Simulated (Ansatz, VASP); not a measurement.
## Two plane-wave programs on BN

```
B N
1.0
     2.54395    0.00000    0.00000
    -1.27197    2.20313    0.00000
     0.00000    0.00000    4.20782
B N
2 2
Direct
  0.33333 0.66667 0.00020
  0.66667 0.33333 0.50020
  0.33333 0.66667 0.37480
  0.66667 0.33333 0.87480
```

Alike in both runs: task single point; functional r2SCAN; k mesh 12 × 12 × 6; no spin polarisation.

```csv
,VASP,Ansatz
version,VASP 6.6.1,Ansatz 0.2.0
potentials or method,"VASP PAW PBE potentials, release 64 (B, N)","plane waves, PAW"
plane-wave cutoff (eV),520,500
occupations,"gaussian, width 0.01 eV",fixed
valence electrons in the cell,16,16
```

```tsv
	VASP	Ansatz	Ansatz less VASP
gap on the k mesh at the Fermi level (eV)	5.72	5.75	+0.034
pressure (GPa)	1.1	0.0	-1.12
```

VASP's potentials were made for PBE, not for r2SCAN.
